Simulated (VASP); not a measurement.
# Ti (P6_3/mmc) in VASP: a series of runs

Runs on Ti. Level: RPBE. Tasks: single point.

Program: VASP 6.6.1. These are calculated values, not measurements. Logs are shortened: lines on timing, memory, paths and dates and some standing lists are left out, and cuts for length are marked.

### 1 The cell of the first run

The structure is hexagonal, space group P6_3/mmc (No. 194). Conventional cell: a = 2.844 Å, b = 2.844 Å, c = 4.505 Å, α = 90.00°, β = 90.00°, γ = 120.00°. Within 3.7 Å of Ti (site symmetry -6m2) lie 12 Ti at 2.79 to 2.84 Å.

### 2 Single point, RPBE (volume scaled by 0.88)

File INCAR:

```
ALGO = Normal
EDIFF = 1E-6
ENCUT = 520
GGA = RP
ISIF = 2
ISMEAR = -1
LASPH = T
LCHARG = F
LREAL = F
LWAVE = F
NBANDS = 19
NELM = 60
PREC = Accurate
SIGMA = 0.1
```

File KPOINTS:

```
k-points
0
Gamma
  20 20 11
```

File POSCAR:

```
Ti
1.0
    2.8438857970      0.0000000000      0.0000000000
   -1.4219428985      2.4628773456      0.0000000000
    0.0000000000      0.0000000000      4.5045095243
Ti
2
Direct
    0.3333333333      0.6666666667      0.2500000000
    0.6666666667      0.3333333333      0.7500000000
```

Potentials or basis: VASP PAW PBE potentials, release 64 (Ti_sv).

Run with:

```console
$ cat potpaw_PBE.64/Ti_sv/POTCAR > POTCAR
$ mpirun -np 1 vasp_std > vasp.out
```

OUTCAR:

```text
EDIFF = 1E-6
   ENCUT = 520
   GGA = RP
   ISIF = 2
   ISMEAR = -1
   LASPH = T
   LREAL = F
   NELM = 60
   PREC = Accurate

 ion  position               nearest neighbor table
   1  0.333  0.667  0.250-   2 2.79   2 2.79   2 2.79   2 2.79   2 2.79   2 2.79
   2  0.667  0.333  0.750-   1 2.79   1 2.79   1 2.79   1 2.79   1 2.79   1 2.79

  LATTYP: Found a hexagonal cell.
 ALAT       =     2.8438857970
 C/A-ratio  =     1.5839277122

  Lattice vectors:

 A1 = (   2.8438857970,   0.0000000000,   0.0000000000)
 A2 = (  -1.4219428985,   2.4628773456,   0.0000000000)
 A3 = (   0.0000000000,   0.0000000000,   4.5045095243)

Analysis of symmetry for initial positions (statically):
=====================================================================
 Subroutine PRICEL returns:
 Original cell was already a primitive cell.

 Routine SETGRP: Setting up the symmetry group for a
 hexagonal supercell.

 Subroutine GETGRP returns: Found 24 space group operations
 (whereof 12 operations were pure point group operations)
 out of a pool of 24 trial point group operations.

The static configuration has the point symmetry D_3d.
 The point group associated with its full space group is D_6h.

Analysis of symmetry for dynamics (positions and initial velocities):
=====================================================================
 Subroutine PRICEL returns:
 Original cell was already a primitive cell.

 Routine SETGRP: Setting up the symmetry group for a
 hexagonal supercell.

 Subroutine GETGRP returns: Found 24 space group operations
 (whereof 12 operations were pure point group operations)
 out of a pool of 24 trial point group operations.

The dynamic configuration has the point symmetry D_3d.
 The point group associated with its full space group is D_6h.

 Subroutine INISYM returns: Found 24 space group operations
 (whereof 12 operations are pure point group operations),
 and found     1 'primitive' translations

----------------------------------------------------------------------------------------

                                     Primitive cell

  volume of cell :      31.5502

  direct lattice vectors                    reciprocal lattice vectors
     2.843885797  0.000000000  0.000000000     0.351631560  0.203014576  0.000000000
    -1.421942898  2.462877346  0.000000000     0.000000000  0.406029152  0.000000000
     0.000000000  0.000000000  4.504509524     0.000000000  0.000000000  0.221999753

  length of vectors
     2.843885797  2.843885797  4.504509524     0.406029152  0.406029152  0.221999753

  position of ions in fractional coordinates (direct lattice)
     0.333333333  0.666666667  0.250000000
     0.666666667  0.333333333  0.750000000

  ion indices of the primitive-cell ions
   primitive index   ion index
                 1           1
                 2           2

----------------------------------------------------------------------------------------

 KPOINTS: k-points

Automatic generation of k-mesh.
 Grid dimensions read from file:
 generate k-points for:   20   20   11

 Generating k-lattice:

  Cartesian coordinates                     Fractional coordinates (reciprocal lattice)
     0.017581578  0.010150729  0.000000000     0.050000000  0.000000000  0.000000000
     0.000000000  0.020301458  0.000000000     0.000000000  0.050000000  0.000000000
     0.000000000  0.000000000  0.020181796     0.000000000  0.000000000  0.090909091

  Length of vectors
     0.020301458  0.020301458  0.020181796

  Shift w.r.t. Gamma in fractional coordinates (k-lattice)
     0.000000000  0.000000000  0.000000000

 Subroutine IBZKPT returns following result:
 ===========================================

 Found    264 irreducible k-points:

 Following reciprocal coordinates:
            Coordinates               Weight
  0.000000  0.000000  0.000000      1.000000
  0.050000  0.000000  0.000000      6.000000
  0.100000  0.000000  0.000000      6.000000
  0.150000  0.000000  0.000000      6.000000
  0.200000  0.000000  0.000000      6.000000
  0.250000  0.000000  0.000000      6.000000
[... 16 lines left out ...]
  0.200000  0.100000  0.000000     12.000000
  0.250000  0.100000  0.000000     12.000000
 [... further k-points ...]
   k-points           NKPTS =    264   k-points in BZ     NKDIM =    264   number of bands    NBANDS=     19
   number of dos      NEDOS =    301   number of ions     NIONS =      2
   total plane-waves  NPLWV =  20736
   dimension x,y,z NGX =    24 NGY =   24 NGZ =   36
   dimension x,y,z NGXF=    48 NGYF=   48 NGZF=   72
   ions per type =               2
   NGX,Y,Z   is equivalent  to a cutoff of  14.03, 14.03, 13.29 a.u.
   NGXF,Y,Z  is equivalent  to a cutoff of  28.06, 28.06, 26.57 a.u.
 SYSTEM =  unknown system
   PREC   = accura    normal or accurate (medium, high low for compatibility)
   ISTART =      0    job   : 0-new  1-cont  2-samecut
   ICHARG =      2    charge: 1-file 2-atom 10-const
[... 37 lines left out ...]
 non-spin polarized calculation
  energy-cutoff  :      520.00
  volume of cell :       31.55
 maximum number of plane-waves:       868
 NGX is ok and might be reduce to    24
   NGX = 11   NGY = 11   NGZ = 17

 number of electron      24.0000004 magnetization

 Free energy of the ion-electron system (eV)
  ---------------------------------------------------
  ext. energy  EPLUGINS =         0.00000000
  ---------------------------------------------------
  free energy    TOTEN  =       -14.71891691 eV

  energy without entropy =      -14.65064517  energy(sigma->0) =      -14.68478104

 E-fermi :   9.4929     XC(G=0): -11.8517

 val. band max:        9.4920742672   @ k =   0.2500   0.2500   0.4545
 cond. band min:       9.4943271708   @ k =   0.1500   0.0500   0.2727
 fundamental gap:      0.0022529036
 Fermi energy:         9.4928553011

 k-point     1 :       0.0000    0.0000    0.0000
  band No.  band energies     occupation
      1     -47.3304      2.00000
      2     -47.1319      2.00000
      3     -23.9616      2.00000
      4     -23.1152      2.00000
      5     -23.1152      2.00000
      6     -23.0064      2.00000
[... 11 lines left out ...]
     18      11.3287      0.00000
     19      13.0611      0.00000

 k-point     2 :       0.0500    0.0000    0.0000
  band No.  band energies     occupation
      1     -47.3268      2.00000
      2     -47.1305      2.00000
      3     -23.9541      2.00000
      4     -23.1307      2.00000
      5     -23.1204      2.00000
      6     -23.0095      2.00000
[... 11 lines left out ...]
     18      11.2821      0.00000
     19      13.0872      0.00000

 k-point     3 :       0.1000    0.0000    0.0000
  band No.  band energies     occupation
      1     -47.3163      2.00000
      2     -47.1264      2.00000
      3     -23.9320      2.00000
      4     -23.1760      2.00000
      5     -23.1353      2.00000
      6     -23.0455      2.00000
[... 11 lines left out ...]
     18      11.1569      0.00000
     19      13.1545      0.00000

 k-point     4 :       0.1500    0.0000    0.0000
  band No.  band energies     occupation
      1     -47.2996      2.00000
      2     -47.1202      2.00000
      3     -23.8966      2.00000
      4     -23.2467      2.00000
      5     -23.1578      2.00000
      6     -23.1169      2.00000
[... 11 lines left out ...]
     18      11.3539      0.00000
     19      13.2406      0.00000

 k-point     5 :       0.2000    0.0000    0.0000
  band No.  band energies     occupation
      1     -47.2781      2.00000
      2     -47.1128      2.00000
      3     -23.8495      2.00000
      4     -23.3363      2.00000
      5     -23.2047      2.00000
      6     -23.1854      2.00000
[... 11 lines left out ...]
     18      11.6672      0.00000
     19      13.3264      0.00000
[... 334 lines left out ...]
      2     -47.1168      2.00000
      3     -23.8760      2.00000
      4     -23.2704      2.00000
      5     -23.2146      2.00000
      6     -23.1178      2.00000
[... 11 lines left out ...]
     18      11.5614      0.00000
     19      13.2521      0.00000

 k-point    22 :       0.1500    0.1000    0.0000
  band No.  band energies     occupation
      1     -47.2694      2.00000
      2     -47.1100      2.00000
      3     -23.8300      2.00000
      4     -23.3451      2.00000
      5     -23.2861      2.00000
      6     -23.1584      2.00000
[... 11 lines left out ...]
     18      11.9221      0.00000
     19      13.3071      0.00000

 k-point    23 :       0.2000    0.1000    0.0000
  band No.  band energies     occupation
      1     -47.2455      2.00000
      2     -47.1033      2.00000
      3     -23.7752      2.00000
      4     -23.4358      2.00000
      5     -23.3577      2.00000
      6     -23.2031      2.00000
[... 11 lines left out ...]
     18      12.3415      0.00000
     19      13.3586      0.00000

 k-point    24 :       0.2500    0.1000    0.0000
  band No.  band energies     occupation
      1     -47.2204      2.00000
      2     -47.0978      2.00000
      3     -23.7145      2.00000
      4     -23.5302      2.00000
      5     -23.4254      2.00000
      6     -23.2471      2.00000
[... 11 lines left out ...]
     18      12.8020      0.00000
     19      13.4013      0.00000

 [... further k-points ...]
[... 5 lines left out ...]
  --------------------------------------------------------------------------------------
  -------------------------------------------------------------------------------------
  Total        3.1966712      3.1966712      3.2543352      0.0000000      0.0000000      0.0000000
  in kB      162.3327323    162.3327323    165.2610181      0.0000000      0.0000000      0.0000000
  external PRESSURE =     163.3088276 kB  Pullay stress =       0.0000000 kB

 VOLUME and BASIS-vectors are now :
 -----------------------------------------------------------------------------
  energy-cutoff  :      520.00
  volume of cell :       31.55
      direct lattice vectors                 reciprocal lattice vectors
     2.843885797  0.000000000  0.000000000     0.351631560  0.203014576  0.000000000
    -1.421942898  2.462877346  0.000000000     0.000000000  0.406029152  0.000000000
     0.000000000  0.000000000  4.504509524     0.000000000  0.000000000  0.221999753

 POSITION                                       TOTAL-FORCE (eV/Angst)
 -----------------------------------------------------------------------------------
     -0.00000      1.64192      1.12613        -0.000000     -0.000000      0.000000
      1.42194      0.82096      3.37838         0.000000      0.000000      0.000000
 -----------------------------------------------------------------------------------
    total drift:                               -0.000000      0.000000     -0.000000

  FREE ENERGIE OF THE ION-ELECTRON SYSTEM (eV)
  ---------------------------------------------------
  free  energy   TOTEN  =       -14.7189169083 eV

  energy  without entropy=      -14.6506451683  energy(sigma->0) =      -14.68478104
```

It took 63 s on 1 thread of Intel Xeon 6975P-C (Granite Rapids), shared host; peak memory 0.25 GiB.

Results:

```yaml
Free_energy: -14.7189 eV
Pressure: 16.3 GPa
Band_gap_on_the_k_mesh: zero (band 12 reaches 10.37 eV, above the bottom of band 13 at 9.22 eV)
```

Levels at points of the mesh, in eV from the Fermi level:
```tsv
k point	band 10	band 11	band 12	band 13	band 14	band 15
(0.00, 0.00, 0.00)	-2.92	0.85	0.85	0.99	1.05	1.42
(0.50, 0.00, 0.00)	-2.44	-2.09	-0.52	0.53	0.75	1.35
```

Caveat: the cell differs from its parent crystal (volume scaled by 0.88); the PAW data sets were made with another functional, which shifts forces and pressure a little.

### 3 Single point, RPBE (volume scaled by 0.92)

File INCAR:

```
SYSTEM = Ti
PREC = Accurate
ENCUT = 520
EDIFF = 1E-6
ISMEAR = -1
SIGMA = 0.1
LREAL = .FALSE.
LASPH = .TRUE.
NELM = 100
ALGO = Normal
ISIF = 2
LWAVE = .FALSE.
LCHARG = .FALSE.
GGA = RP
NBANDS = 19
```

File KPOINTS:

```
Automatic mesh
0
G
  20 20 11
  0 0 0
```

File POSCAR:

```
Ti
1.0
    2.8863381124      0.0000000000      0.0000000000
   -1.4431690562      2.4996421292      0.0000000000
    0.0000000000      0.0000000000      4.5717509232
Ti
2
Direct
    0.3333333333      0.6666666667      0.2500000000
    0.6666666667      0.3333333333      0.7500000000
```

Potentials or basis: VASP PAW PBE potentials, release 64 (Ti_sv).

Run with:

```console
$ cat potpaw_PBE.64/Ti_sv/POTCAR > POTCAR
$ mpirun -np 1 vasp_std > vasp.out
```

Run time: 57 s. Hardware: 1 thread of Intel Xeon 6975P-C (Granite Rapids), shared host; peak memory 0.25 GiB.

It converged, with:

| Property | Result |
| --- | --- |
| Free energy | -14.8347 eV |
| Pressure | 9.8 GPa |
| Band gap on the k mesh | zero (band 12 reaches 9.82 eV, above the bottom of band 13 at 8.70 eV) |

Stress tensor (GPa, compression positive):
```
9.71 0.00 0.00
0.00 9.71 0.00
0.00 0.00 9.86
```

Levels at points of the mesh, in eV from the Fermi level:
| k point | band 9 | band 10 | band 11 | band 12 | band 13 | band 14 | band 15 | band 16 |
| --- | --- | --- | --- | --- | --- | --- | --- | --- |
| (0.00, 0.00, 0.00) | -6.34 | -2.80 | 0.83 | 0.83 | 0.90 | 0.96 | 1.37 | 1.37 |
| (0.50, 0.00, 0.00) | -2.40 | -2.29 | -1.96 | -0.58 | 0.53 | 0.71 | 1.28 | 3.59 |

Caveat: the cell differs from its parent crystal (volume scaled by 0.92); the PAW data sets were made with another functional, which shifts forces and pressure a little.

### 4 Single point, RPBE (volume scaled by 0.96)

File INCAR:

```
SYSTEM = Ti
ALGO = Normal
EDIFF = 1E-6
ENCUT = 520
GGA = RP
ISIF = 2
ISMEAR = -1
LASPH = .True.
LCHARG = .False.
LREAL = .False.
LWAVE = .False.
NBANDS = 19
NELM = 80
PREC = Accurate
SIGMA = 0.1
```

File KPOINTS:

```
k-points
0
Gamma
  20 20 11
  0 0 0
```

File POSCAR:

```
Ti
1.0
    2.9275770856      0.0000000000      0.0000000000
   -1.4637885428      2.5353561277      0.0000000000
    0.0000000000      0.0000000000      4.6370704757
Ti
2
Direct
    0.3333333333      0.6666666667      0.2500000000
    0.6666666667      0.3333333333      0.7500000000
```

Run with:

```console
$ cat potpaw_PBE.64/Ti_sv/POTCAR > POTCAR
$ mpirun -np 1 vasp_std > vasp.out
```

Wall time 68 s (1 thread of Intel Xeon 6975P-C (Granite Rapids), shared host); peak memory 0.25 GiB.

The run converged. Its results:

- Free energy: -14.8970 eV
- Pressure: 4.3 GPa
- Band gap on the k mesh: zero (band 12 reaches 9.34 eV, above the bottom of band 13 at 8.23 eV)

Levels at points of the mesh, in eV from the Fermi level:
```tsv
k point	band 9	band 10	band 11	band 12	band 13	band 14	band 15	band 16
(0.00, 0.00, 0.00)	-6.24	-2.69	0.78	0.81	0.81	0.93	1.31	1.31
(0.50, 0.00, 0.00)	-2.35	-2.16	-1.84	-0.62	0.52	0.67	1.22	3.40
```

Caveat: the cell differs from its parent crystal (volume scaled by 0.96); the PAW data sets were made with another functional, which shifts forces and pressure a little.

### 5 Single point, RPBE

This run uses another cell than the first one, of 17.93 Å³/atom, 1.136 times its volume.

File INCAR:

```
SYSTEM = Ti
PREC = Accurate
ENCUT = 520
EDIFF = 1E-6
ISMEAR = -1
SIGMA = 0.1
LREAL = .False.
LASPH = .True.
NELM = 60
ALGO = Normal
ISIF = 2
LWAVE = .False.
LCHARG = .False.
GGA = RP
NBANDS = 19
```

File KPOINTS:

```
regular mesh
0
Gamma
  20 20 11
  0 0 0
```

File POSCAR:

```
Ti
1.0
    2.9676858654      0.0000000000      0.0000000000
   -1.4838429327      2.5700913499      0.0000000000
    0.0000000000      0.0000000000      4.7005998835
Ti
2
Direct
    0.3333333333      0.6666666667      0.2500000000
    0.6666666667      0.3333333333      0.7500000000
```

Run with:

```console
$ cat potpaw_PBE.64/Ti_sv/POTCAR > POTCAR
$ mpirun -np 1 vasp_std > vasp.out
```

It took 72 s on 1 thread of Intel Xeon 6975P-C (Granite Rapids), shared host; peak memory 0.25 GiB.

Results (log left out):

- Free energy: -14.9148 eV
- Pressure: -0.2 GPa
- Band gap on the k mesh: zero (band 12 reaches 8.89 eV, above the bottom of band 13 at 7.80 eV)

Levels at points of the mesh, in eV from the Fermi level:
```csv
k point,band 10,band 11,band 12,band 13,band 14,band 15
"(0.00, 0.00, 0.00)",-2.59,0.68,0.79,0.79,0.89,1.26
"(0.50, 0.00, 0.00)",-2.05,-1.74,-0.66,0.51,0.63,1.16
```

Caveat: the PAW data sets were made with another functional, which shifts forces and pressure a little.

### 6 Single point, RPBE

This run uses another cell than the first one, of 17.93 Å³/atom, 1.136 times its volume.

File INCAR:

```
  PREC = Accurate
  ENCUT = 520
  EDIFF = 1E-7
  ISMEAR = -1
  SIGMA = 0.1
  LREAL = False
  LASPH = True
  NELM = 100
  ALGO = Normal
  ISIF = 2
  LWAVE = False
  LCHARG = False
  GGA = RP
  NBANDS = 19
```

File KPOINTS:

```
regular mesh
0
Gamma
  20 20 11
```

POSCAR is that of step 5.

Potentials or basis: VASP PAW PBE potentials, release 64 (Ti_sv).

Run with:

```console
$ cat potpaw_PBE.64/Ti_sv/POTCAR > POTCAR
$ mpirun -np 1 vasp_std > vasp.out
```

It took 73 s on 1 thread of Intel Xeon 6975P-C (Granite Rapids), shared host; peak memory 0.26 GiB.

It converged, with:

```yaml
Free_energy: -14.9148 eV
Pressure: -0.3 GPa
Band_gap_on_the_k_mesh: zero (band 12 reaches 8.89 eV, above the bottom of band 13 at 7.80 eV)
```

Levels at points of the mesh, in eV from the Fermi level:
```csv
k point,band 9,band 10,band 11,band 12,band 13,band 14,band 15,band 16
"(0.00, 0.00, 0.00)",-6.14,-2.59,0.68,0.79,0.79,0.89,1.26,1.26
"(0.50, 0.00, 0.00)",-2.29,-2.05,-1.74,-0.66,0.51,0.63,1.16,3.23
```

Caveat: the PAW data sets were made with another functional, which shifts forces and pressure a little.

### 7 Single point, RPBE (volume scaled by 1.04)

File INCAR:

```
PREC     = Accurate       # precision mode
ENCUT    = 520            # plane-wave cutoff, eV
EDIFF    = 1E-7           # SCF threshold, eV
ISMEAR   = -1             # smearing method
SIGMA    = 0.1            # smearing width, eV
LREAL    = False          # projectors in reciprocal space
LASPH    = True           # aspherical terms in the spheres
NELM     = 60             # most SCF steps
ALGO     = Normal         # electronic algorithm
ISIF     = 2              # what is computed and relaxed
LWAVE    = False          # write WAVECAR
LCHARG   = False          # write CHGCAR
GGA      = RP             # functional
NBANDS   = 19             # bands
```

KPOINTS is that of step 6.

File POSCAR:

```
Ti
1.0
    3.0067388421      0.0000000000      0.0000000000
   -1.5033694210      2.6039122198      0.0000000000
    0.0000000000      0.0000000000      4.7624569755
Ti
2
Direct
    0.3333333333      0.6666666667      0.2500000000
    0.6666666667      0.3333333333      0.7500000000
```

Run with:

```console
$ cat potpaw_PBE.64/Ti_sv/POTCAR > POTCAR
$ mpirun -np 1 vasp_std > vasp.out
```

Wall time 92 s (1 thread of Intel Xeon 6975P-C (Granite Rapids), shared host); peak memory 0.26 GiB.

The run converged. Its results:

```yaml
Free_energy: -14.8956 eV
Pressure: -4.0 GPa
Band_gap_on_the_k_mesh: zero (band 12 reaches 8.47 eV, above the bottom of band 13 at 7.41 eV)
```

Levels at points of the mesh, in eV from the Fermi level:
```tsv
k point	band 10	band 11	band 12	band 13	band 14	band 15
(0.00, 0.00, 0.00)	-2.50	0.59	0.76	0.76	0.86	1.21
(0.50, 0.00, 0.00)	-1.94	-1.64	-0.69	0.50	0.60	1.10
```

Caveat: the cell differs from its parent crystal (volume scaled by 1.04); the PAW data sets were made with another functional, which shifts forces and pressure a little.

### 8 The runs side by side

| cell | gap on the mesh (eV) | pressure (GPa) |
| --- | --- | --- |
| a = 2.844, b = 2.844, c = 4.505 Å, angles 90.0, 90.0, 120.0°, 2 atoms | none | 16.3 |
| a = 2.886, b = 2.886, c = 4.572 Å, angles 90.0, 90.0, 120.0°, 2 atoms | none | 9.8 |
| a = 2.928, b = 2.928, c = 4.637 Å, angles 90.0, 90.0, 120.0°, 2 atoms | none | 4.3 |
| a = 2.968, b = 2.968, c = 4.701 Å, angles 90.0, 90.0, 120.0°, 2 atoms | none | -0.3 |
| a = 3.007, b = 3.007, c = 4.762 Å, angles 90.0, 90.0, 120.0°, 2 atoms | none | -4.0 |

Alike in all rows: task single point; level RPBE; potentials or basis VASP PAW PBE potentials, release 64 (Ti_sv); no spin polarisation; k mesh 20 × 20 × 11; cutoff (eV) 520; smearing fermi-dirac 0.1 eV.

Caveats: the PAW data sets were made with another functional, which shifts forces and pressure a little.

Absolute energies hang on the potentials; compare differences alone.
